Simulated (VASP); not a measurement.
Na3ScTe3, 7 atoms in the cell. It takes space group Pm-3m (No. 221, cubic). Conventional cell: a = 6.125 Å, b = 6.125 Å, c = 6.125 Å, α = 90.00°, β = 90.00°, γ = 90.00°. Within 4.0 Å of Na (site symmetry 4/mmm) lie 2 Sc at 3.06 Å and 4 Te at 3.06 Å. Sc (site symmetry m-3m) has 6 Na at 3.06 Å within 4.0 Å. Te (site symmetry 4/mmm) has 4 Na at 3.06 Å within 4.0 Å. 

| Quantity | Value |
| --- | --- |
| Program | VASP 6.6.1 |
| Task | relaxation of cell and atoms |
| Functional | PBE |
| Potentials or basis | VASP PAW PBE potentials, release 64 (Na_pv, Sc_sv, Te) |
| Cutoff | 600 eV |
| k mesh | 6 × 6 × 6 |
| Occupations | gaussian, width 0.1 eV |
| Spin | no spin polarisation |
| Dipole correction | no |
| Further INCAR settings | ALGO = Normal; EDIFF = 1e-06; IBRION = 2; EDIFFG = -0.01; NSW = 100; ISIF = 3 |

Potentials or basis: VASP PAW PBE potentials, release 64 (Na_pv, Sc_sv, Te).

The run is started by

```sh
$ cat potpaw_PBE.64/Na_pv/POTCAR potpaw_PBE.64/Sc_sv/POTCAR potpaw_PBE.64/Te/POTCAR > POTCAR
$ mpirun -np 1 vasp_std > vasp.out
```

Hardware: 1 thread of Intel(R) Xeon(R) Platinum 8175M CPU @ 2.50GHz (Skylake/Cascade Lake) (shared host).

Estimate the wall time of this run.

It took 15 min on 1 thread of Intel(R) Xeon(R) Platinum 8175M CPU @ 2.50GHz (Skylake/Cascade Lake) (shared host), peak memory 0.48 GiB. Counts: scf iterations 57, k points 20, ion steps 3.
